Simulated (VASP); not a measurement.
# Si7Ge (P1) in VASP: single point with PBEsol

Aim: the single point of Si7Ge with PBEsol.

Program: VASP 6.6.1. These are calculated values, not measurements. Logs are shortened: lines on timing, memory, paths and dates and some standing lists are left out, and cuts for length are marked.

## 1. The cell of the first run

The typed cell holds 8 atoms: a = 5.459 Å, b = 5.458 Å, c = 5.461 Å, α = 90.01°, β = 90.01°, γ = 90.04°.

## 2. Single point, PBEsol

Input file INCAR:

```
SYSTEM = Si7Ge
PREC = Accurate
ENCUT = 520
EDIFF = 1E-7
ISMEAR = 0
SIGMA = 0.03
LREAL = .False.
LASPH = .True.
NELM = 80
ALGO = Normal
ISIF = 2
LWAVE = .False.
LCHARG = .False.
GGA = PS
NBANDS = 31
```

Input file KPOINTS:

```
Automatic mesh
0
Gamma
  6 6 6
  0 0 0
```

Input file POSCAR:

```
Si7Ge
1.0
    5.4588449375     -0.0017401171     -0.0002990524
   -0.0017594306      5.4575106971     -0.0006758279
   -0.0003021336     -0.0006471948      5.4605489094
Si Ge
7 1
Direct
    0.2525931870      0.2526189961      0.2526148959
   -0.0000053760      0.4999951407      0.4999635684
    0.4999784036      0.4999739765     -0.0000762731
    0.4999847023      0.0000156116      0.4999452475
    0.7474707801      0.2525857729      0.7474670221
    0.7473977093      0.7473997327      0.2526459138
    0.2526132187      0.7474598560      0.7474542779
   -0.0000326252     -0.0000490864     -0.0000146525
```

Potentials or basis: VASP PAW PBE potentials, release 64 (Si, Ge_d).

Started as:

```bash
> cat potpaw_PBE.64/Si/POTCAR potpaw_PBE.64/Ge_d/POTCAR > POTCAR
> mpirun -np 1 vasp_std > vasp.out
```

OUTCAR:

```text
SYSTEM = Si7Ge
   PREC = Accurate
   ENCUT = 520
   EDIFF = 1E-7
   ISMEAR = 0
   LREAL = .False.
   LASPH = .True.
   NELM = 80
   ISIF = 2
   GGA = PS

 ion  position               nearest neighbor table
   1  0.253  0.253  0.253-   3 2.36   2 2.36   4 2.36   8 2.39
   2  1.000  0.500  0.500-   7 2.36   5 2.36   1 2.36   6 2.36
   3  0.500  0.500  1.000-   6 2.36   1 2.36   5 2.36   7 2.36
   4  0.500  0.000  0.500-   5 2.36   7 2.36   6 2.36   1 2.36
   5  0.747  0.253  0.747-   4 2.36   2 2.36   3 2.36   8 2.39
   6  0.747  0.747  0.253-   3 2.36   4 2.36   2 2.36   8 2.39
   7  0.253  0.747  0.747-   2 2.36   4 2.36   3 2.36   8 2.39
   8  1.000  1.000  1.000-   1 2.39   6 2.39   7 2.39   5 2.39

  LATTYP: Found a triclinic cell.
 ALAT       =     5.4588452230
 B/A-ratio  =     1.4143564217
 C/A-ratio  =     1.7323836304
 COS(alpha) =     0.0001057221
 COS(beta)  =     0.5776729161
 COS(gamma) =     0.7069575071

  Lattice vectors:

 A1 = (   5.4588449375,  -0.0017401171,  -0.0002990524)
 A2 = (   5.4585428039,  -0.0023873119,   5.4602498570)
 A3 = (   5.4609065017,  -5.4586036194,  -5.4601721339)

Analysis of symmetry for initial positions (statically):
=====================================================================
 Subroutine PRICEL returns:
 Original cell was already a primitive cell.

 Routine SETGRP: Setting up the symmetry group for a
 triclinic supercell.

 Subroutine GETGRP returns: Found  1 space group operations
 (whereof  1 operations were pure point group operations)
 out of a pool of  2 trial point group operations.

The static configuration has the point symmetry C_1 .

Analysis of symmetry for dynamics (positions and initial velocities):
=====================================================================
 Subroutine PRICEL returns:
 Original cell was already a primitive cell.

 Routine SETGRP: Setting up the symmetry group for a
 triclinic supercell.

 Subroutine GETGRP returns: Found  1 space group operations
 (whereof  1 operations were pure point group operations)
 out of a pool of  2 trial point group operations.

The dynamic configuration has the point symmetry C_1 .

 Subroutine INISYM returns: Found  1 space group operations
 (whereof  1 operations are pure point group operations),
 and found     1 'primitive' translations

----------------------------------------------------------------------------------------

                                     Primitive cell

  volume of cell :     162.6790

  direct lattice vectors                    reciprocal lattice vectors
     5.458844938 -0.001740117 -0.000299052     0.183188956  0.000059059  0.000010143
    -0.001759431  5.457510697 -0.000675828     0.000058411  0.183233744  0.000021720
    -0.000302134 -0.000647195  5.460548909     0.000010040  0.000022681  0.183131776

  length of vectors
     5.458845223  5.457511023  5.460548956     0.183188966  0.183233755  0.183131777

  position of ions in fractional coordinates (direct lattice)
     0.252593187  0.252618996  0.252614896
     0.999994624  0.499995141  0.499963568
     0.499978404  0.499973977  0.999923727
     0.499984702  0.000015612  0.499945248
     0.747470780  0.252585773  0.747467022
     0.747397709  0.747399733  0.252645914
     0.252613219  0.747459856  0.747454278
     0.999967375  0.999950914  0.999985348

  ion indices of the primitive-cell ions
   primitive index   ion index
                 1           1
                 2           2
                 3           3
                 4           4
                 5           5
                 6           6
                 7           7
                 8           8

----------------------------------------------------------------------------------------

 KPOINTS: Automatic mesh

Automatic generation of k-mesh.
 Grid dimensions read from file:
 generate k-points for:    6    6    6

 Generating k-lattice:

  Cartesian coordinates                     Fractional coordinates (reciprocal lattice)
     0.030531493  0.000009843  0.000001690     0.166666667 -0.000000000 -0.000000000
     0.000009735  0.030538957  0.000003620     0.000000000  0.166666667  0.000000000
     0.000001673  0.000003780  0.030521963     0.000000000  0.000000000  0.166666667

  Length of vectors
     0.030531494  0.030538959  0.030521963

  Shift w.r.t. Gamma in fractional coordinates (k-lattice)
     0.000000000  0.000000000  0.000000000

 Subroutine IBZKPT returns following result:
 ===========================================

 Found    112 irreducible k-points:

 Following reciprocal coordinates:
            Coordinates               Weight
  0.000000  0.000000  0.000000      1.000000
  0.166667 -0.000000 -0.000000      2.000000
  0.333333  0.000000 -0.000000      2.000000
  0.500000  0.000000 -0.000000      1.000000
 -0.000000  0.166667 -0.000000      2.000000
  0.166667  0.166667 -0.000000      2.000000
[... 16 lines left out ...]
  0.333333  0.000000  0.166667      2.000000
  0.500000  0.000000  0.166667      2.000000
 [... further k-points ...]
   k-points           NKPTS =    112   k-points in BZ     NKDIM =    112   number of bands    NBANDS=     31
   number of dos      NEDOS =    301   number of ions     NIONS =      8
   total plane-waves  NPLWV =  74088
   dimension x,y,z NGX =    42 NGY =   42 NGZ =   42
   dimension x,y,z NGXF=    84 NGYF=   84 NGZF=   84
   ions per type =               7   1
   NGX,Y,Z   is equivalent  to a cutoff of  12.79, 12.79, 12.79 a.u.
   NGXF,Y,Z  is equivalent  to a cutoff of  25.58, 25.59, 25.57 a.u.
 SYSTEM =  Si7Ge
   PREC   = accura    normal or accurate (medium, high low for compatibility)
   ISTART =      0    job   : 0-new  1-cont  2-samecut
   ICHARG =      2    charge: 1-file 2-atom 10-const
   ISPIN  =      1    spin polarized calculation?
   LNONCOLLINEAR =      F non collinear calculations
   LSORBIT =      F    spin-orbit coupling
   LASPH  =      T    aspherical Exc in radial PAW
   ENCUT  =  520.0 eV  38.22 Ry    6.18 a.u.  10.15 10.15 10.15*2*pi/ulx,y,z
   NELM   =     80;   NELMIN=  2; NELMDL= -5     # of ELM steps
   EDIFF  = 0.1E-06   stopping-criterion for ELM
   LREAL  =      F    real-space projection
   EDIFFG = 0.1E-05   stopping-criterion for IOM
   NSW    =      0    number of steps for IOM
   IBRION =     -1    ionic relax: 0-MD 1-quasi-New 2-CG
   NFREE  =      0    steps in history (QN), initial steepest desc. (CG)
   ISIF   =      2    stress and relaxation
   ISYM   =      2    0-nonsym 1-usesym 2-fastsym
   POTIM  = 0.5000    time-step for ionic-motion
   TEBEG  =    0.0;   TEEND  =   0.0 temperature during run
   PSTRESS=    0.0 pullay stress
   NELECT =      42.0000    total number of electrons
   NUPDOWN=      -1.0000    fix difference up-down
   EMIN   =  10.00;   EMAX   =-10.00  energy-range for DOS
   EFERMI =   0.00;   METHOD = LEGACY
   ISMEAR =     0;   SIGMA  =   0.03  broadening in eV -4-tet -1-fermi 0-gaus
   EFERMI_NEDOS =   21; number of points for ismear=-14 and -15
   IALGO  =     38    algorithm
   IMIX   =      4    mixing-type and parameters
     AMIX     =   0.40;   BMIX     =  1.00
     AMIX_MAG =   1.60;   BMIX_MAG =  1.00
  volume/ion in A,a.u.               =      20.33       137.23
  Fermi-wavevector in a.u.,A,eV,Ry     =   1.042431  1.969909 14.784945  1.086663
  Thomas-Fermi vector in A             =   2.177096
   LORBIT       =      0    0 simple, 1 ext, 2 COOP (PROOUT), +10 PAW based schemes
   GGA     = PS    functional components
   LHFCALC =     F    Hartree Fock is set to
   AEXX    =    0.0000 exact exchange contribution
   IVDW    =     0    specifies the selected vdW correction
   LEPSILON=     F    determine dielectric tensor
   LRPA    =     F    only Hartree local field effects (RPA)
 non-spin polarized calculation
 Gauss-broadening in eV      SIGMA  =   0.03
  energy-cutoff  :      520.00
  volume of cell :      162.68
 maximum number of plane-waves:      4416
 NGX is ok and might be reduce to    42
   NGX = 21   NGY = 21   NGZ = 21

 number of electron      42.0000021 magnetization

 Free energy of the ion-electron system (eV)
  ---------------------------------------------------
  ext. energy  EPLUGINS =         0.00000000
  ---------------------------------------------------
  free energy    TOTEN  =       -45.12811402 eV

  energy without entropy =      -45.12811402  energy(sigma->0) =      -45.12811402

 E-fermi :   5.7858     XC(G=0):  -9.6387

 val. band max:        5.6603310460   @ k =   0.0000   0.0000   0.0000
 cond. band min:       5.9294992942   @ k =   0.0000   0.0000   0.0000
 fundamental gap:      0.2691682483
 Fermi energy:         5.7857836094

 k-point     1 :       0.0000    0.0000    0.0000
  band No.  band energies     occupation
      1     -18.4546      2.00000
      2     -18.4546      2.00000
      3     -18.4545      2.00000
      4     -18.4283      2.00000
      5     -18.4283      2.00000
      6      -6.4470      2.00000
[... 23 lines left out ...]
     30       8.1935      0.00000
     31       8.5613      0.00000

 k-point     2 :       0.1667   -0.0000   -0.0000
  band No.  band energies     occupation
      1     -18.4546      2.00000
      2     -18.4546      2.00000
      3     -18.4546      2.00000
      4     -18.4283      2.00000
      5     -18.4282      2.00000
      6      -6.3270      2.00000
[... 23 lines left out ...]
     30       8.7848      0.00000
     31       9.2645      0.00000

 k-point     3 :       0.3333    0.0000   -0.0000
  band No.  band energies     occupation
      1     -18.4546      2.00000
      2     -18.4546      2.00000
      3     -18.4546      2.00000
      4     -18.4283      2.00000
      5     -18.4282      2.00000
      6      -5.9704      2.00000
[... 23 lines left out ...]
     30       9.9956      0.00000
     31      10.0015      0.00000

 k-point     4 :       0.5000    0.0000   -0.0000
  band No.  band energies     occupation
      1     -18.4546      2.00000
      2     -18.4546      2.00000
      3     -18.4546      2.00000
      4     -18.4283      2.00000
      5     -18.4281      2.00000
      6      -5.4717      2.00000
[... 23 lines left out ...]
     30      10.5055      0.00000
     31      10.5539      0.00000

 k-point     5 :      -0.0000    0.1667   -0.0000
  band No.  band energies     occupation
      1     -18.4546      2.00000
      2     -18.4546      2.00000
      3     -18.4546      2.00000
      4     -18.4283      2.00000
      5     -18.4283      2.00000
      6      -6.3270      2.00000
[... 23 lines left out ...]
     30       8.7842      0.00000
     31       9.2646      0.00000
[... 542 lines left out ...]
     30       8.7854      0.00000
     31       9.2643      0.00000

 k-point    22 :       0.1667   -0.0000    0.1667
  band No.  band energies     occupation
      1     -18.4546      2.00000
      2     -18.4546      2.00000
      3     -18.4546      2.00000
      4     -18.4283      2.00000
      5     -18.4282      2.00000
      6      -6.2082      2.00000
[... 23 lines left out ...]
     30       8.5975      0.00000
     31      10.2159      0.00000

 k-point    23 :       0.3333    0.0000    0.1667
  band No.  band energies     occupation
      1     -18.4546      2.00000
      2     -18.4546      2.00000
      3     -18.4546      2.00000
      4     -18.4283      2.00000
      5     -18.4282      2.00000
      6      -5.8552      2.00000
[... 23 lines left out ...]
     30       9.8269      0.00000
     31      10.4651      0.00000

 k-point    24 :       0.5000    0.0000    0.1667
  band No.  band energies     occupation
      1     -18.4546      2.00000
      2     -18.4546      2.00000
      3     -18.4546      2.00000
      4     -18.4283      2.00000
      5     -18.4281      2.00000
      6      -5.3654      2.00000
[... 23 lines left out ...]
     30      10.3834      0.00000
     31      10.4521      0.00000

 [... further k-points ...]

------------------------ aborting loop because EDIFF is reached ----------------------------------------

  FORCE on cell =-STRESS in cart. coord.  units (eV):
  Direction    XX          YY          ZZ          XY          YZ          ZX
  --------------------------------------------------------------------------------------
  -------------------------------------------------------------------------------------
  Total        0.0824432      0.1051672      0.0532517      0.0466343      0.0169524      0.0044665
  in kB        0.8119589      1.0357603      0.5244605      0.4592872      0.1669590      0.0439889
  external PRESSURE =       0.7907266 kB  Pullay stress =       0.0000000 kB

 VOLUME and BASIS-vectors are now :
 -----------------------------------------------------------------------------
  energy-cutoff  :      520.00
  volume of cell :      162.68
      direct lattice vectors                 reciprocal lattice vectors
     5.458844938 -0.001740117 -0.000299052     0.183188956  0.000059059  0.000010143
    -0.001759431  5.457510697 -0.000675828     0.000058411  0.183233744  0.000021720
    -0.000302134 -0.000647195  5.460548909     0.000010040  0.000022681  0.183131776

 POSITION                                       TOTAL-FORCE (eV/Angst)
 -----------------------------------------------------------------------------------
      1.37835      1.37807      1.37917        -0.004198     -0.005654     -0.004395
      5.45778      2.72667      2.72944         0.000183      0.001195      0.000347
      2.72812      2.72710      5.45965         0.000431      0.001227      0.000605
      2.72919     -0.00111      2.72983         0.000261      0.001108      0.000440
      4.07966      1.37671      4.08119         0.003244     -0.005052      0.003845
      4.07854      4.07748      1.37886         0.004271      0.003262     -0.004741
      1.37744      4.07835      4.08093        -0.004593      0.002597      0.004014
      5.45661      5.45486      5.45949         0.000401      0.001318     -0.000115
 -----------------------------------------------------------------------------------
    total drift:                                0.000021      0.000028     -0.000001

  FREE ENERGIE OF THE ION-ELECTRON SYSTEM (eV)
  ---------------------------------------------------
  free  energy   TOTEN  =       -45.1281140223 eV

  energy  without entropy=      -45.1281140223  energy(sigma->0) =      -45.12811402
```

It took 3.7 min on 1 thread of AMD EPYC 9R45 (Zen 5), shared host; peak memory 0.54 GiB.

Results:

```
Free energy            : -45.1281 eV
Pressure               : 0.1 GPa
Largest force          : 0.008 eV/Å
Band gap on the k mesh : 0.27 eV
```

Forces in eV/Å, atoms in the order of the input:
```
Si  -0.004 -0.006 -0.004
Si   0.000  0.001  0.000
Si   0.000  0.001  0.001
Si   0.000  0.001  0.000
Si   0.003 -0.005  0.004
Si   0.004  0.003 -0.005
Si  -0.005  0.003  0.004
Ge   0.000  0.001  0.000
```

Levels at points of the mesh, in eV from the valence-band top:
| k point | band 17 | band 18 | band 19 | band 20 | band 21 | band 22 | band 23 | band 24 | band 25 | band 26 |
| --- | --- | --- | --- | --- | --- | --- | --- | --- | --- | --- |
| (0.00, 0.00, 0.00) | -2.88 | -2.88 | -0.01 | -0.01 | 0.00 | 0.27 | 0.66 | 0.66 | 0.66 | 0.72 |
| (0.50, 0.00, 0.00) | -3.51 | -1.98 | -1.98 | -1.86 | -1.86 | 0.93 | 1.11 | 3.00 | 3.02 | 4.14 |
| (0.00, 0.50, 0.00) | -3.51 | -1.98 | -1.98 | -1.87 | -1.86 | 0.93 | 1.11 | 3.00 | 3.02 | 4.14 |
| (0.50, 0.50, 0.00) | -3.79 | -1.48 | -1.36 | -1.29 | -1.29 | 2.24 | 2.25 | 2.33 | 2.51 | 4.65 |
| (0.00, 0.00, 0.50) | -3.52 | -1.98 | -1.98 | -1.87 | -1.86 | 0.94 | 1.11 | 3.00 | 3.02 | 4.13 |
| (0.50, 0.00, 0.50) | -3.79 | -1.48 | -1.36 | -1.30 | -1.29 | 2.24 | 2.24 | 2.32 | 2.51 | 4.65 |
| (0.00, 0.50, 0.50) | -3.79 | -1.48 | -1.36 | -1.29 | -1.29 | 2.24 | 2.25 | 2.33 | 2.51 | 4.65 |
| (0.50, 0.50, 0.50) | -1.28 | -1.28 | -1.11 | -1.11 | -1.10 | 0.96 | 1.41 | 1.42 | 1.42 | 3.17 |

Caveat: the PAW data sets were made with another functional, which shifts forces and pressure a little.
